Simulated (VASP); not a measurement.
# Nb (P6_3/mmc) in VASP: density of states with PBEsol

Aim: the density of states of Nb with PBEsol.

Program: VASP 6.6.1. These are calculated values, not measurements. Logs are shortened: lines on timing, memory, paths and dates and some standing lists are left out, and cuts for length are marked.

## Step 1: The cell of the first run

It takes space group P6_3/mmc (No. 194, hexagonal). The conventional cell has a = 2.761 Å, b = 2.761 Å, c = 5.023 Å, α = 90.00°, β = 90.00°, γ = 120.00°. Nb (site symmetry -6m2) has 12 Nb at 2.76 to 2.97 Å within 3.6 Å.

## Step 2: Density of states, PBEsol (volume scaled by 0.92)

POSCAR

```
Nb
1.0
    2.7611181416      0.0000000000      0.0000000000
   -1.3805590708      2.3911984534      0.0000000000
    0.0000000000      0.0000000000      5.0234988911
Nb
2
Direct
    0.3333333333      0.6666666667      0.2500000000
    0.6666666667      0.3333333333      0.7500000000
```

INCAR.step1

```
SYSTEM = Nb
ALGO = Normal
EDIFF = 1E-6
ENCUT = 520
GGA = PS
ISIF = 2
ISMEAR = -1
LASPH = .True.
LCHARG = .True.
LMAXMIX = 4
LREAL = .False.
LWAVE = .False.
NBANDS = 20
NELM = 60
PREC = Accurate
SIGMA = 0.05
```

KPOINTS.step1

```
k-points
0
Gamma
  17 17 9
  0 0 0
```

INCAR.step2

```
SYSTEM = Nb
ALGO = Normal
EDIFF = 1E-6
ENCUT = 520
GGA = PS
ICHARG = 11
ISIF = 2
ISMEAR = -5
LASPH = .True.
LCHARG = .False.
LMAXMIX = 4
LORBIT = 11
LREAL = .False.
LWAVE = .False.
NBANDS = 20
NEDOS = 2001
NELM = 60
PREC = Accurate
SIGMA = 0.05
```

KPOINTS.step2

```
k-points
0
Gamma
  26 26 14
  0 0 0
```

Potentials or basis: VASP PAW PBE potentials, release 64 (Nb_sv).

Command:

```bash
cat potpaw_PBE.64/Nb_sv/POTCAR > POTCAR
cp INCAR.step1 INCAR
cp KPOINTS.step1 KPOINTS
mpirun -np 1 vasp_std > vasp.out
cp INCAR.step2 INCAR
cp KPOINTS.step2 KPOINTS
mpirun -np 1 vasp_std > vasp.out
```

OUTCAR:

```text
SYSTEM = Nb
   EDIFF = 1E-6
   ENCUT = 520
   GGA = PS
   ICHARG = 11
   ISIF = 2
   ISMEAR = -5
   LASPH = .True.
   LORBIT = 11
   LREAL = .False.
   NELM = 60
   PREC = Accurate

 ion  position               nearest neighbor table
   1  0.333  0.667  0.250-   2 2.97   2 2.97   2 2.97   2 2.97   2 2.97   2 2.97
   2  0.667  0.333  0.750-   1 2.97   1 2.97   1 2.97   1 2.97   1 2.97   1 2.97

  LATTYP: Found a hexagonal cell.
 ALAT       =     2.7611181416
 C/A-ratio  =     1.8193712234

  Lattice vectors:

 A1 = (   2.7611181416,   0.0000000000,   0.0000000000)
 A2 = (  -1.3805590708,   2.3911984534,   0.0000000000)
 A3 = (   0.0000000000,   0.0000000000,   5.0234988911)

Analysis of symmetry for initial positions (statically):
=====================================================================
 Subroutine PRICEL returns:
 Original cell was already a primitive cell.

 Routine SETGRP: Setting up the symmetry group for a
 hexagonal supercell.

 Subroutine GETGRP returns: Found 24 space group operations
 (whereof 12 operations were pure point group operations)
 out of a pool of 24 trial point group operations.

The static configuration has the point symmetry D_3d.
 The point group associated with its full space group is D_6h.

Analysis of symmetry for dynamics (positions and initial velocities):
=====================================================================
 Subroutine PRICEL returns:
 Original cell was already a primitive cell.

 Routine SETGRP: Setting up the symmetry group for a
 hexagonal supercell.

 Subroutine GETGRP returns: Found 24 space group operations
 (whereof 12 operations were pure point group operations)
 out of a pool of 24 trial point group operations.

The dynamic configuration has the point symmetry D_3d.
 The point group associated with its full space group is D_6h.

 Subroutine INISYM returns: Found 24 space group operations
 (whereof 12 operations are pure point group operations),
 and found     1 'primitive' translations

----------------------------------------------------------------------------------------

                                     Primitive cell

  volume of cell :      33.1671

  direct lattice vectors                    reciprocal lattice vectors
     2.761118142  0.000000000  0.000000000     0.362172116  0.209100169  0.000000000
    -1.380559071  2.391198453  0.000000000     0.000000000  0.418200337  0.000000000
     0.000000000  0.000000000  5.023498891     0.000000000  0.000000000  0.199064441

  length of vectors
     2.761118142  2.761118142  5.023498891     0.418200337  0.418200337  0.199064441

  position of ions in fractional coordinates (direct lattice)
     0.333333333  0.666666667  0.250000000
     0.666666667  0.333333333  0.750000000

  ion indices of the primitive-cell ions
   primitive index   ion index
                 1           1
                 2           2

----------------------------------------------------------------------------------------

 KPOINTS: k-points

Automatic generation of k-mesh.
 Grid dimensions read from file:
 generate k-points for:   26   26   14

 Generating k-lattice:

  Cartesian coordinates                     Fractional coordinates (reciprocal lattice)
     0.013929697  0.008042314  0.000000000     0.038461538  0.000000000  0.000000000
     0.000000000  0.016084628  0.000000000     0.000000000  0.038461538  0.000000000
     0.000000000  0.000000000  0.014218889     0.000000000  0.000000000  0.071428571

  Length of vectors
     0.016084628  0.016084628  0.014218889

  Shift w.r.t. Gamma in fractional coordinates (k-lattice)
     0.000000000  0.000000000  0.000000000

 TETIRR: Found   9646 inequivalent tetrahedra from    56784

 Subroutine IBZKPT returns following result:
 ===========================================

 Found    560 irreducible k-points:

 Following reciprocal coordinates:
            Coordinates               Weight
  0.000000  0.000000  0.000000      1.000000
  0.038462 -0.000000  0.000000      6.000000
  0.076923 -0.000000  0.000000      6.000000
  0.115385 -0.000000  0.000000      6.000000
  0.153846  0.000000  0.000000      6.000000
  0.192308 -0.000000  0.000000      6.000000
[... 16 lines left out ...]
  0.346154  0.038462  0.000000     12.000000
  0.384615  0.038462  0.000000     12.000000
 [... further k-points ...]
   k-points           NKPTS =    560   k-points in BZ     NKDIM =    560   number of bands    NBANDS=     20
   number of dos      NEDOS =   2001   number of ions     NIONS =      2
   total plane-waves  NPLWV =  23040
   dimension x,y,z NGX =    24 NGY =   24 NGZ =   40
   dimension x,y,z NGXF=    48 NGYF=   48 NGZF=   80
   ions per type =               2
   NGX,Y,Z   is equivalent  to a cutoff of  14.45, 14.45, 13.24 a.u.
   NGXF,Y,Z  is equivalent  to a cutoff of  28.90, 28.90, 26.47 a.u.
 SYSTEM =  Nb
   PREC   = accura    normal or accurate (medium, high low for compatibility)
   ISTART =      0    job   : 0-new  1-cont  2-samecut
   ICHARG =     11    charge: 1-file 2-atom 10-const
   ISPIN  =      1    spin polarized calculation?
   LNONCOLLINEAR =      F non collinear calculations
   LSORBIT =      F    spin-orbit coupling
   LASPH  =      T    aspherical Exc in radial PAW
   ENCUT  =  520.0 eV  38.22 Ry    6.18 a.u.   5.13  5.13  9.34*2*pi/ulx,y,z
   NELM   =     60;   NELMIN=  2; NELMDL=  0     # of ELM steps
   EDIFF  = 0.1E-05   stopping-criterion for ELM
   LREAL  =      F    real-space projection
   EDIFFG = 0.1E-04   stopping-criterion for IOM
   NSW    =      0    number of steps for IOM
   IBRION =     -1    ionic relax: 0-MD 1-quasi-New 2-CG
   NFREE  =      0    steps in history (QN), initial steepest desc. (CG)
   ISIF   =      2    stress and relaxation
   ISYM   =      2    0-nonsym 1-usesym 2-fastsym
   POTIM  = 0.5000    time-step for ionic-motion
   TEBEG  =    0.0;   TEEND  =   0.0 temperature during run
   PSTRESS=    0.0 pullay stress
   NELECT =      26.0000    total number of electrons
   NUPDOWN=      -1.0000    fix difference up-down
   EMIN   =  10.00;   EMAX   =-10.00  energy-range for DOS
   EFERMI =   0.00;   METHOD = LEGACY
   ISMEAR =    -5;   SIGMA  =   0.05  broadening in eV -4-tet -1-fermi 0-gaus
   EFERMI_NEDOS =   21; number of points for ismear=-14 and -15
   IALGO  =     38    algorithm
   IMIX   =      4    mixing-type and parameters
     AMIX     =   0.40;   BMIX     =  1.00
     AMIX_MAG =   1.60;   BMIX_MAG =  1.00
  volume/ion in A,a.u.               =      16.58       111.91
  Fermi-wavevector in a.u.,A,eV,Ry     =   1.509490  2.852523 31.001701  2.278561
  Thomas-Fermi vector in A             =   2.619805
   LORBIT       =     11    0 simple, 1 ext, 2 COOP (PROOUT), +10 PAW based schemes
   GGA     = PS    functional components
   LHFCALC =     F    Hartree Fock is set to
   AEXX    =    0.0000 exact exchange contribution
   IVDW    =     0    specifies the selected vdW correction
   LEPSILON=     F    determine dielectric tensor
   LRPA    =     F    only Hartree local field effects (RPA)
 non-spin polarized calculation
 Fermi weights with tetrahedron method with Bloechl corrections
  energy-cutoff  :      520.00
  volume of cell :       33.17
 maximum number of plane-waves:       908
 NGX is ok and might be reduce to    24

 number of electron      26.0000001 magnetization

 Free energy of the ion-electron system (eV)
  ---------------------------------------------------
  ext. energy  EPLUGINS =         0.00000000
  ---------------------------------------------------
  free energy    TOTEN  =       -21.14412821 eV

  energy without entropy =      -21.14412821  energy(sigma->0) =      -21.14412821

 E-fermi :  12.6342     XC(G=0): -13.0485

 val. band max:       12.6886849635   @ k =   0.0000   0.0000   0.2143
 cond. band min:      12.5864942334   @ k =   0.4231   0.0385   0.0000
 fundamental gap:     -0.1021907301
 Fermi energy:        12.6342236614

 k-point     1 :       0.0000    0.0000    0.0000
  band No.  band energies     occupation
      1     -41.9381      2.00000
      2     -41.7294      2.00000
      3     -18.6658      2.00000
      4     -17.2811      2.00000
      5     -17.0193      2.00000
      6     -17.0193      2.00000
[... 12 lines left out ...]
     19      17.5067      0.00000
     20      17.5067      0.00000

 k-point     2 :       0.0385   -0.0000    0.0000
  band No.  band energies     occupation
      1     -41.9330      2.00000
      2     -41.7256      2.00000
      3     -18.6573      2.00000
      4     -17.2813      2.00000
      5     -17.0480      2.00000
      6     -17.0268      2.00000
[... 12 lines left out ...]
     19      17.5311      0.00000
     20      17.6970      0.00000

 k-point     3 :       0.0769   -0.0000    0.0000
  band No.  band energies     occupation
      1     -41.9179      2.00000
      2     -41.7144      2.00000
      3     -18.6322      2.00000
      4     -17.2823      2.00000
      5     -17.1320      2.00000
      6     -17.0489      2.00000
[... 12 lines left out ...]
     19      17.5930      0.00000
     20      18.1738      0.00000

 k-point     4 :       0.1154   -0.0000    0.0000
  band No.  band energies     occupation
      1     -41.8936      2.00000
      2     -41.6964      2.00000
      3     -18.5912      2.00000
      4     -17.2844      2.00000
      5     -17.2657      2.00000
      6     -17.1440      2.00000
[... 429 lines left out ...]
 k-point    23 :       0.3462    0.0385    0.0000
  band No.  band energies     occupation
      1     -41.6229      2.00000
      2     -41.5168      2.00000
      3     -18.5674      2.00000
      4     -18.3958      2.00000
      5     -18.0785      2.00000
      6     -17.4313      2.00000
[... 12 lines left out ...]
     19      17.9599      0.00000
     20      22.4555      0.00000

 k-point    24 :       0.3846    0.0385    0.0000
  band No.  band energies     occupation
      1     -41.5888      2.00000
      2     -41.4993      2.00000
      3     -18.7057      2.00000
      4     -18.5249      2.00000
      5     -17.9996      2.00000
      6     -17.4683      2.00000
[... 12 lines left out ...]
     19      18.6844      0.00000
     20      22.2883      0.00000

 [... further k-points ...]

------------------------ aborting loop because EDIFF is reached ----------------------------------------

  FORCE on cell =-STRESS in cart. coord.  units (eV):
  Direction    XX          YY          ZZ          XY          YZ          ZX
  --------------------------------------------------------------------------------------
  -------------------------------------------------------------------------------------
  Total        3.3857910      3.3857910      3.5282692      0.0000000      0.0000000     -0.0000000
  in kB      163.5549918    163.5549918    170.4375838      0.0000000      0.0000000     -0.0000000
  external PRESSURE =     165.8491891 kB  Pullay stress =       0.0000000 kB

 VOLUME and BASIS-vectors are now :
 -----------------------------------------------------------------------------
  energy-cutoff  :      520.00
  volume of cell :       33.17
      direct lattice vectors                 reciprocal lattice vectors
     2.761118142  0.000000000  0.000000000     0.362172116  0.209100169  0.000000000
    -1.380559071  2.391198453  0.000000000     0.000000000  0.418200337  0.000000000
     0.000000000  0.000000000  5.023498891     0.000000000  0.000000000  0.199064441

 POSITION                                       TOTAL-FORCE (eV/Angst)
 -----------------------------------------------------------------------------------
     -0.00000      1.59413      1.25587        -0.000000      0.000000     -0.000000
      1.38056      0.79707      3.76762         0.000000      0.000000      0.000000
 -----------------------------------------------------------------------------------
    total drift:                               -0.000000      0.000000     -0.000000

  FREE ENERGIE OF THE ION-ELECTRON SYSTEM (eV)
  ---------------------------------------------------
  free  energy   TOTEN  =       -21.1441282114 eV

  energy  without entropy=      -21.1441282114  energy(sigma->0) =      -21.14412821

 total charge

# of ion       s       p       d       tot
------------------------------------------
    1        2.246   6.005   2.623  10.874
    2        2.246   6.005   2.623  10.874
--------------------------------------------------
tot          4.491  12.011   5.246  21.748
```

It took 4 min on 1 thread of Intel Xeon Platinum 8488C (Sapphire Rapids), shared host; peak memory 0.41 GiB.

What came out:

* Valence electrons inside the program's atomic spheres: Nb 10.87

Levels at points of the mesh, in eV from the Fermi level:
| k point | band 9 | band 10 | band 11 | band 12 | band 13 | band 14 | band 15 | band 16 | band 17 | band 18 |
| --- | --- | --- | --- | --- | --- | --- | --- | --- | --- | --- |
| (0.00, 0.00, 0.00) | -6.48 | -4.26 | -1.19 | 0.24 | 0.24 | 0.78 | 0.78 | 0.87 | 2.83 | 2.83 |
| (0.50, 0.00, 0.00) | -4.24 | -3.86 | -3.69 | -0.64 | 0.45 | 0.51 | 0.65 | 5.15 | 6.32 | 6.58 |
| (0.00, 0.00, 0.50) | -4.74 | -4.74 | -1.39 | -1.39 | 0.31 | 0.31 | 0.31 | 0.31 | 4.17 | 4.17 |
| (0.50, 0.00, 0.50) | -4.38 | -4.38 | -2.85 | -2.85 | 2.40 | 2.40 | 2.51 | 2.51 | 5.81 | 5.81 |

Caveat: the PAW data sets were made with another functional, which shifts forces and pressure a little; tetrahedron occupations give inexact forces and stress in metals.
